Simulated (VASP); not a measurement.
Here is a VASP 6.6.1 calculation.

The input INCAR:

```
SYSTEM = Si12CN16
PREC = Accurate
ENCUT = 520
EDIFF = 1E-7
ISMEAR = -1
SIGMA = 0.01
LREAL = Auto
LASPH = .TRUE.
NELM = 60
ALGO = Normal
ISIF = 2
LWAVE = .FALSE.
LCHARG = .FALSE.
GGA = PE
NBANDS = 86
```

Contents of KPOINTS:

```
Automatic mesh
0
G
  1 1 1
  0 0 0
```

POSCAR

```
Si12CN16
1.0
    7.6633883341      0.0000000029      0.0000000000
   -3.8316941696      6.6366889750      0.0000000000
    0.0000000000      0.0000000000      5.8522780000
Si N C
12 16 1
Direct
    0.2298559787      0.8213607395      0.3746526261
    0.4037771516      0.2236201239      0.1218940176
    0.8231497980      0.5943342366      0.1272398107
    0.1785937526      0.4022150328      0.3754925717
    0.5910960034      0.7645707306      0.3782408128
    0.7620560870      0.1756792244      0.1467587752
    0.2265744338      0.8129883553      0.8753029428
    0.4073557253      0.2243635604      0.6238020570
    0.8248528280      0.5945617306      0.6261262978
    0.1608287389      0.3689093434      0.8684585703
    0.5842105609      0.7510389107      0.8801980746
    0.7759170811      0.1798281753      0.6198918886
    0.3313232505      0.6616401576      0.3735084495
    0.6647551750      0.3318019364      0.1312207499
    0.9662737392      0.6750942331      0.3751801148
    0.3068234151      0.9612175605      0.1213356944
    0.6583676416      0.6896920769      0.1307688883
    0.3226699124      0.2825557429      0.3729157799
    0.0255500161      0.3318225015      0.1331340536
    0.6896648965      0.0253546468      0.3831942320
    0.3256232439      0.6522528415      0.8712897831
    0.6688548979      0.3316802999      0.6215086194
    0.9629173115      0.6631643455      0.8777280873
    0.2968103633      0.9605596094      0.6282945158
    0.6717288233      0.7042342965      0.6278326546
    0.3601516384      0.3139450661      0.8718543800
    0.0324723288      0.3302034186      0.6122858447
    0.7451033931      0.0429225875      0.8864668971
   -0.0325002467      0.1019952537     -0.0230123967
```

Potentials or basis: VASP PAW PBE potentials, release 64 (Si, N, C).

Run with:

```sh
$ cat potpaw_PBE.64/Si/POTCAR potpaw_PBE.64/N/POTCAR potpaw_PBE.64/C/POTCAR > POTCAR
$ mpirun -np 1 vasp_gam > vasp.out
```

Problem. Estimate the pressure.

Solution. 2.9 GPa.

Problem. Predict the band gap on the k mesh.

Solution. 2.58 eV.

Stress tensor (GPa, compression positive):
```
-0.75 -1.30 -0.91
-1.30 -7.36 -0.83
-0.91 -0.83 16.88
```

Caveat: the k points lie up to 1.07 Å⁻¹ apart.
